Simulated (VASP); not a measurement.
# Al3GaN4 (P-43m) in VASP: a series of runs, part 2 of 3

VASP 6.6.1. Earlier steps stand in the parts before.

### Step 4. Single point, r2SCAN

This run uses another cell than the first one, of 10.66 Å³/atom.

The input, POSCAR:

```
Al3GaN4
1.0
    4.4012372922      0.0000000000      0.0000000000
    0.0000000000      4.4012372922      0.0000000000
    0.0000000000      0.0000000000      4.4012372922
Al Ga N
3 1 4
Direct
    0.5000000000      0.5000000000      0.0000000000
    0.5000000000      0.0000000000      0.5000000000
    0.0000000000      0.5000000000      0.5000000000
    0.0000000000      0.0000000000      0.0000000000
    0.7444581602      0.7444581602      0.2555418398
    0.7444581602      0.2555418398      0.7444581602
    0.2555418398      0.7444581602      0.7444581602
    0.2555418398      0.2555418398      0.2555418398
```

The input, INCAR.step1:

```
SYSTEM = Al3GaN4
  PREC = Accurate
  ENCUT = 910
  ISMEAR = 0
  SIGMA = 0.02
  LREAL = .FALSE.
  LASPH = .TRUE.
  NELM = 120
  NBANDS = 31
  GGA = PE
  ALGO = Normal
  EDIFF = 1E-5
  LWAVE = .TRUE.
  LCHARG = .FALSE.
  GGA_COMPAT = .FALSE.
```

The input, INCAR.step2:

```
SYSTEM = Al3GaN4
  PREC = Accurate
  ENCUT = 910
  EDIFF = 1E-6
  ISMEAR = 0
  SIGMA = 0.02
  LREAL = .FALSE.
  LASPH = .TRUE.
  NELM = 120
  ALGO = Normal
  ISIF = 2
  LWAVE = .FALSE.
  LCHARG = .TRUE.
  METAGGA = R2SCAN
  LMIXTAU = .TRUE.
  LELF = .TRUE.
  LVHAR = .TRUE.
  NBANDS = 31
  ISTART = 1
  GGA_COMPAT = .FALSE.
```

The input, KPOINTS:

```
Automatic mesh
0
G
  6 6 6
  0 0 0
```

Potentials or basis: VASP PAW PBE potentials, release 64 (Al, Ga_d, N_h).

Command:

```
cat potpaw_PBE.64/Al/POTCAR potpaw_PBE.64/Ga_d/POTCAR potpaw_PBE.64/N_h/POTCAR > POTCAR
cp INCAR.step1 INCAR
mpirun -np 1 vasp_std > vasp.out
cp INCAR.step2 INCAR
mpirun -np 1 vasp_std > vasp.out
```

OUTCAR:

```text
SYSTEM = Al3GaN4
   PREC = Accurate
   ENCUT = 910
   EDIFF = 1E-6
   ISMEAR = 0
   LREAL = .FALSE.
   LASPH = .TRUE.
   NELM = 120
   ISIF = 2
   METAGGA = R2SCAN
   ISTART = 1

 ion  position               nearest neighbor table
   1  0.500  0.500  0.000-   5 1.89   6 1.89   7 1.89   8 1.89   3 3.11   4 3.11   2 3.11   2 3.11
                             3 3.11   2 3.11   4 3.11   2 3.11   3 3.11   4 3.11   3 3.11   4 3.11
   2  0.500  0.000  0.500-   5 1.89   6 1.89   7 1.89   8 1.89   3 3.11   4 3.11   1 3.11   1 3.11
                             4 3.11   1 3.11   3 3.11   1 3.11   3 3.11   4 3.11   4 3.11   3 3.11
   3  0.000  0.500  0.500-   5 1.89   6 1.89   7 1.89   8 1.89   2 3.11   4 3.11   1 3.11   1 3.11
                             4 3.11   2 3.11   4 3.11   4 3.11   1 3.11   2 3.11   1 3.11   2 3.11
   4  0.000  0.000  0.000-   5 1.95   6 1.95   7 1.95   8 1.95   2 3.11   3 3.11   1 3.11   2 3.11
                             3 3.11   1 3.11   3 3.11   3 3.11   1 3.11   2 3.11   2 3.11   1 3.11
   5  0.744  0.744  0.256-   1 1.89   2 1.89   3 1.89   4 1.95
   6  0.744  0.256  0.744-   1 1.89   2 1.89   3 1.89   4 1.95
   7  0.256  0.744  0.744-   1 1.89   2 1.89   3 1.89   4 1.95
   8  0.256  0.256  0.256-   1 1.89   2 1.89   3 1.89   4 1.95

  LATTYP: Found a simple cubic cell.
 ALAT       =     4.4012372922

  Lattice vectors:

 A1 = (   4.4012372922,   0.0000000000,   0.0000000000)
 A2 = (   0.0000000000,   4.4012372922,   0.0000000000)
 A3 = (   0.0000000000,   0.0000000000,   4.4012372922)

Analysis of symmetry for initial positions (statically):
=====================================================================
 Subroutine PRICEL returns:
 Original cell was already a primitive cell.

 Routine SETGRP: Setting up the symmetry group for a
 simple cubic supercell.

 Subroutine GETGRP returns: Found 24 space group operations
 (whereof 24 operations were pure point group operations)
 out of a pool of 48 trial point group operations.

The static configuration has the point symmetry T_d .

Analysis of symmetry for dynamics (positions and initial velocities):
=====================================================================
 Subroutine PRICEL returns:
 Original cell was already a primitive cell.

 Routine SETGRP: Setting up the symmetry group for a
 simple cubic supercell.

 Subroutine GETGRP returns: Found 24 space group operations
 (whereof 24 operations were pure point group operations)
 out of a pool of 48 trial point group operations.

The dynamic configuration has the point symmetry T_d .

 Subroutine INISYM returns: Found 24 space group operations
 (whereof 24 operations are pure point group operations),
 and found     1 'primitive' translations

----------------------------------------------------------------------------------------

                                     Primitive cell

  volume of cell :      85.2559

  direct lattice vectors                    reciprocal lattice vectors
     4.401237292  0.000000000  0.000000000     0.227208836  0.000000000  0.000000000
     0.000000000  4.401237292  0.000000000     0.000000000  0.227208836  0.000000000
     0.000000000  0.000000000  4.401237292     0.000000000  0.000000000  0.227208836

  length of vectors
     4.401237292  4.401237292  4.401237292     0.227208836  0.227208836  0.227208836

  position of ions in fractional coordinates (direct lattice)
     0.500000000  0.500000000  0.000000000
[... 67 lines left out ...]
   k-points           NKPTS =     20   k-points in BZ     NKDIM =     20   number of bands    NBANDS=     31
   number of dos      NEDOS =    301   number of ions     NIONS =      8
   total plane-waves  NPLWV = 110592
   dimension x,y,z NGX =    48 NGY =   48 NGZ =   48
   dimension x,y,z NGXF=    96 NGYF=   96 NGZF=   96
   ions per type =               3   1   4
   NGX,Y,Z   is equivalent  to a cutoff of  18.13, 18.13, 18.13 a.u.
   NGXF,Y,Z  is equivalent  to a cutoff of  36.26, 36.26, 36.26 a.u.
 SYSTEM =  Al3GaN4
   PREC   = accura    normal or accurate (medium, high low for compatibility)
   ISTART =      1    job   : 0-new  1-cont  2-samecut
   ICHARG =      0    charge: 1-file 2-atom 10-const
   ISPIN  =      1    spin polarized calculation?
   LNONCOLLINEAR =      F non collinear calculations
   LSORBIT =      F    spin-orbit coupling
   LASPH  =      T    aspherical Exc in radial PAW
   ENCUT  =  910.0 eV  66.88 Ry    8.18 a.u.  10.83 10.83 10.83*2*pi/ulx,y,z
   NELM   =    120;   NELMIN=  2; NELMDL=  0     # of ELM steps
   EDIFF  = 0.1E-05   stopping-criterion for ELM
   LREAL  =      F    real-space projection
   EDIFFG = 0.1E-04   stopping-criterion for IOM
   NSW    =      0    number of steps for IOM
   IBRION =     -1    ionic relax: 0-MD 1-quasi-New 2-CG
   NFREE  =      0    steps in history (QN), initial steepest desc. (CG)
   ISIF   =      2    stress and relaxation
   ISYM   =      2    0-nonsym 1-usesym 2-fastsym
   POTIM  = 0.5000    time-step for ionic-motion
   TEBEG  =    0.0;   TEEND  =   0.0 temperature during run
   PSTRESS=    0.0 pullay stress
   NELECT =      42.0000    total number of electrons
   NUPDOWN=      -1.0000    fix difference up-down
   EMIN   =  10.00;   EMAX   =-10.00  energy-range for DOS
   EFERMI =   0.00;   METHOD = LEGACY
   ISMEAR =     0;   SIGMA  =   0.02  broadening in eV -4-tet -1-fermi 0-gaus
   EFERMI_NEDOS =   21; number of points for ismear=-14 and -15
   IALGO  =     38    algorithm
   IMIX   =      4    mixing-type and parameters
     AMIX     =   0.40;   BMIX     =  1.00
     AMIX_MAG =   1.60;   BMIX_MAG =  1.00
  volume/ion in A,a.u.               =      10.66        71.92
  Fermi-wavevector in a.u.,A,eV,Ry     =   1.292954  2.443329 22.745275  1.671731
  Thomas-Fermi vector in A             =   2.424630
   LORBIT       =      0    0 simple, 1 ext, 2 COOP (PROOUT), +10 PAW based schemes
   METAGGA = R2SCAN    functional components
   LHFCALC =     F    Hartree Fock is set to
   AEXX    =    0.0000 exact exchange contribution
   IVDW    =     0    specifies the selected vdW correction
   LEPSILON=     F    determine dielectric tensor
   LRPA    =     F    only Hartree local field effects (RPA)
 non-spin polarized calculation
 Gauss-broadening in eV      SIGMA  =   0.02
  energy-cutoff  :      910.00
  volume of cell :       85.26
 maximum number of plane-waves:      5400
 NGX is ok and might be reduce to    48
   NGX = 21   NGY = 21   NGZ = 21

 number of electron      41.9999999 magnetization

 Free energy of the ion-electron system (eV)
  ---------------------------------------------------
  ext. energy  EPLUGINS =         0.00000000
  ---------------------------------------------------
  free energy    TOTEN  =       -79.42461693 eV

  energy without entropy =      -79.42461693  energy(sigma->0) =      -79.42461693

 E-fermi :   5.9667     XC(G=0): -11.7470

 val. band max:        5.8089367499   @ k =   0.0000   0.0000   0.0000
 cond. band min:       9.8112720759   @ k =   0.0000   0.0000   0.0000
 fundamental gap:      4.0023353259
 Fermi energy:         5.9667138692

 k-point     1 :       0.0000    0.0000    0.0000
  band No.  band energies     occupation
      1     -10.1682      2.00000
      2      -8.2542      2.00000
      3      -8.2542      2.00000
      4      -8.2542      2.00000
      5      -7.1501      2.00000
      6      -7.1501      2.00000
[... 669 lines left out ...]
     30      17.3351      0.00000
     31      17.3362      0.00000

------------------------ aborting loop because EDIFF is reached ----------------------------------------

  FORCE on cell =-STRESS in cart. coord.  units (eV):
  Direction    XX          YY          ZZ          XY          YZ          ZX
  --------------------------------------------------------------------------------------
  -------------------------------------------------------------------------------------
  Total       -0.0912688     -0.0912688     -0.0912688      0.0000000      0.0000000      0.0000000
  in kB       -1.7151755     -1.7151755     -1.7151755      0.0000000      0.0000000      0.0000000
  external PRESSURE =      -1.7151755 kB  Pullay stress =       0.0000000 kB

 VOLUME and BASIS-vectors are now :
 -----------------------------------------------------------------------------
  energy-cutoff  :      910.00
  volume of cell :       85.26
      direct lattice vectors                 reciprocal lattice vectors
     4.401237292  0.000000000  0.000000000     0.227208836  0.000000000  0.000000000
     0.000000000  4.401237292  0.000000000     0.000000000  0.227208836  0.000000000
     0.000000000  0.000000000  4.401237292     0.000000000  0.000000000  0.227208836

 POSITION                                       TOTAL-FORCE (eV/Angst)
 -----------------------------------------------------------------------------------
      2.20062      2.20062      0.00000         0.000000      0.000000      0.000000
      2.20062      0.00000      2.20062         0.000000      0.000000      0.000000
      0.00000      2.20062      2.20062         0.000000      0.000000      0.000000
      0.00000      0.00000      0.00000         0.000000      0.000000      0.000000
      3.27654      3.27654      1.12470        -0.043910     -0.043910      0.043910
      3.27654      1.12470      3.27654        -0.043910      0.043910     -0.043910
      1.12470      3.27654      3.27654         0.043910     -0.043910     -0.043910
      1.12470      1.12470      1.12470         0.043910      0.043910      0.043910
 -----------------------------------------------------------------------------------
    total drift:                                0.000000      0.000000      0.000000

  FREE ENERGIE OF THE ION-ELECTRON SYSTEM (eV)
  ---------------------------------------------------
  free  energy   TOTEN  =       -79.4246169258 eV

  energy  without entropy=      -79.4246169258  energy(sigma->0) =      -79.42461693
```

Run time: 6.6 min. Hardware: 1 thread of AMD EPYC 9R45 (Zen 5), shared host; peak memory 0.39 GiB.

Results:

| Property | Result |
| --- | --- |
| Free energy | -79.4246 eV |
| Pressure | -0.2 GPa |
| Largest force | 0.076 eV/Å |
| Band gap on the k mesh | 4.00 eV |

Forces in eV/Å, atoms in the order of the input:
```
Al   0.000  0.000  0.000
Al   0.000  0.000  0.000
Al   0.000  0.000  0.000
Ga   0.000  0.000  0.000
N   -0.044 -0.044  0.044
N   -0.044  0.044 -0.044
N    0.044 -0.044 -0.044
N    0.044  0.044  0.044
```

Levels at points of the mesh, in eV from the valence-band top:
| k point | band 18 | band 19 | band 20 | band 21 | band 22 | band 23 | band 24 | band 25 |
| --- | --- | --- | --- | --- | --- | --- | --- | --- |
| (0.00, 0.00, 0.00) | -2.03 | 0.00 | 0.00 | 0.00 | 4.00 | 4.00 | 4.00 | 4.10 |
| (0.50, 0.00, 0.00) | -1.26 | -1.26 | -0.94 | -0.94 | 6.27 | 6.31 | 6.78 | 6.78 |
| (0.50, 0.50, 0.00) | -0.88 | -0.58 | -0.53 | -0.53 | 8.03 | 8.30 | 8.30 | 8.55 |
| (0.50, 0.50, 0.50) | -0.63 | -0.36 | -0.36 | -0.36 | 6.19 | 7.80 | 7.80 | 7.80 |

Caveat: the cutoff is under 1.25 times the usual one of these potentials, so pressure, stress and relaxed cells hold a basis-set (Pulay) error; the PAW data sets were made with another functional, which shifts forces and pressure a little. A k mesh can miss the band edges.

(Part 2 of 3 ends here.)
